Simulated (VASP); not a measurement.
Here is a VASP 6.6.1 calculation.

INCAR

```
SYSTEM = WC
PREC = Accurate
ENCUT = 520
EDIFF = 1E-6
ISMEAR = 0
SIGMA = 0.15
LREAL = .False.
LASPH = .True.
NELM = 100
ALGO = Normal
ISIF = 2
LWAVE = .False.
LCHARG = .False.
GGA = PS
NBANDS = 16
```

Contents of KPOINTS:

```
Automatic mesh
0
Gamma
  18 18 18
  0 0 0
```

The input POSCAR:

```
WC
1.0
    0.0000000000      2.1926840000      2.1926840000
    2.1926840000      0.0000000000      2.1926840000
    2.1926840000      2.1926840000      0.0000000000
W C
1 1
Direct
    0.0644969162      0.0000000000      0.0000000000
    0.5000000000      0.5000000000      0.5000000000
```

Potentials or basis: VASP PAW PBE potentials, release 64 (W_sv, C).

The run is started by

```sh
$ cat potpaw_PBE.64/W_sv/POTCAR potpaw_PBE.64/C/POTCAR > POTCAR
$ mpirun -np 1 vasp_std > vasp.out
```

**Question.** Estimate the largest force.

**Answer.** 1.543 eV/Å.

**Question.** What does it give for the band gap on the k mesh?

**Answer.** Zero (band 9 reaches 13.23 eV, above the bottom of band 10 at 10.12 eV).

Stress tensor (GPa, compression positive):
```
-9.55  0.00  0.00
 0.00  0.66 -1.64
 0.00 -1.64  0.66
```

Caveat: the cell differs from its parent crystal (all W atoms moved -0.200 Å, as atom 1 towards its neighbour atom 1 (W) at 3.101 Å); the PAW data sets were made with another functional, which shifts forces and pressure a little; spin-orbit coupling is left out, which moves the levels of the heavy elements.
